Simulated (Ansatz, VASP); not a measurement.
**ScAlH6: VASP beside Ansatz**

POSCAR

```
ScAlH6
1.0
    2.9508322117      0.0000000000      0.0000000000
    0.0000000000      2.9508322117      0.0000000000
    0.0000000000      0.0000000000      5.8640642674
Sc Al H
1 1 6
Direct
    0.0000000000      0.0000000000      0.0000000000
    0.0000000000      0.0000000000      0.5000000000
    0.5000000000      0.5000000000      0.0000000000
    0.5000000000      0.5000000000      0.5000000000
    0.5000000000      0.0000000000      0.2594769569
    0.5000000000      0.0000000000      0.7405230431
    0.0000000000      0.5000000000      0.2594769569
    0.0000000000      0.5000000000      0.7405230431
```

INCAR.step1

```
SYSTEM = ScAlH6
PREC     = Accurate       ! precision mode
ENCUT    = 520            ! plane-wave cutoff, eV
ISMEAR   = -1             ! smearing method
SIGMA    = 0.03           ! smearing width, eV
LREAL    = .FALSE.        ! projectors in reciprocal space
LASPH    = .TRUE.         ! aspherical terms in the spheres
NELM     = 100            ! most SCF steps
NBANDS   = 20             ! bands
GGA      = PE             ! functional
ALGO     = Normal         ! electronic algorithm
EDIFF    = 1E-4           ! SCF threshold, eV
LWAVE    = .TRUE.         ! write WAVECAR
LCHARG   = .FALSE.        ! write CHGCAR
```

File INCAR.step2:

```
SYSTEM = ScAlH6
PREC     = Accurate       ! precision mode
ENCUT    = 520            ! plane-wave cutoff, eV
EDIFF    = 1E-6           ! SCF threshold, eV
ISMEAR   = -1             ! smearing method
SIGMA    = 0.03           ! smearing width, eV
LREAL    = .FALSE.        ! projectors in reciprocal space
LASPH    = .TRUE.         ! aspherical terms in the spheres
NELM     = 100            ! most SCF steps
ALGO     = Normal         ! electronic algorithm
ISIF     = 2              ! what is computed and relaxed
LWAVE    = .FALSE.        ! write WAVECAR
LCHARG   = .FALSE.        ! write CHGCAR
METAGGA  = R2SCAN         ! meta-GGA
LMIXTAU  = .TRUE.       
LUSE_VDW = .TRUE.       
IVDW_NL  = 2            
BPARAM   = 11.95        
CPARAM   = 0.0093       
NBANDS   = 20             ! bands
ISTART   = 1
```

The input KPOINTS:

```
regular mesh
0
G
  10 10 6
  0 0 0
```

Input for Ansatz:

```yaml
crystal:
  lattice:
    - [2.9508322117, 0.0, 0.0]
    - [0.0, 2.9508322117, 0.0]
    - [0.0, 0.0, 5.8640642674]
  atoms:
    - { symbol: Sc, position: [0.0, 0.0, 0.0] }
    - { symbol: Al, position: [0.0, 0.0, 0.5] }
    - { symbol: H, position: [0.5, 0.5, 0.0] }
    - { symbol: H, position: [0.5, 0.5, 0.5] }
    - { symbol: H, position: [0.5, 0.0, 0.2594769569] }
    - { symbol: H, position: [0.5, 0.0, 0.7405230431] }
    - { symbol: H, position: [0.0, 0.5, 0.2594769569] }
    - { symbol: H, position: [0.0, 0.5, 0.7405230431] }
kpoints:
  mp_grid: { grid: [10, 10, 6] }
  band_path:
    path:
      - [0.0, 0.0, 0.0]
      - [0.0, 0.5, 0.0]
      - [0.5, 0.5, 0.0]
      - [0.0, 0.0, 0.5]
      - [0.0, 0.5, 0.5]
      - [0.5, 0.5, 0.5]
    npoints: 1
hamiltonian:
  xc: r2scan
  dispersion: rvv10
scf:
  occupations: { method: fermi_dirac, width: 0.03 }
  n_extra_bands: 6
output:
  forces: true
  stress: true
  eigenvalues: true
```

Alike in both runs: task single point; functional r2SCAN; dispersion rVV10; k mesh 10 × 10 × 6; occupations fermi-dirac, width 0.03 eV; no spin polarisation.

|  | VASP | Ansatz |
| --- | --- | --- |
| version | VASP 6.6.1 | Ansatz 0.2.0 |
| potentials or method | VASP PAW PBE potentials, release 64 (Sc_sv, Al, H) | plane waves, PAW |
| plane-wave cutoff (eV) | 520 | 500 |
| valence electrons in the cell | 20 | 20 |

|  | VASP | Ansatz | Ansatz less VASP |
| --- | --- | --- | --- |
| pressure (GPa) | 0.1 | -0.1 | -0.13 |
| traceless stress, the component that is largest in VASP (GPa) | 1.37 | 1.35 | -0.020 |
| rms of the force components (eV/Å) | 0.005 | 0.005 | +0.0002 |

VASP's potentials were made for PBE, not for r2SCAN. Atom by atom the forces differ by 0.010 eV/Å (rms over components).
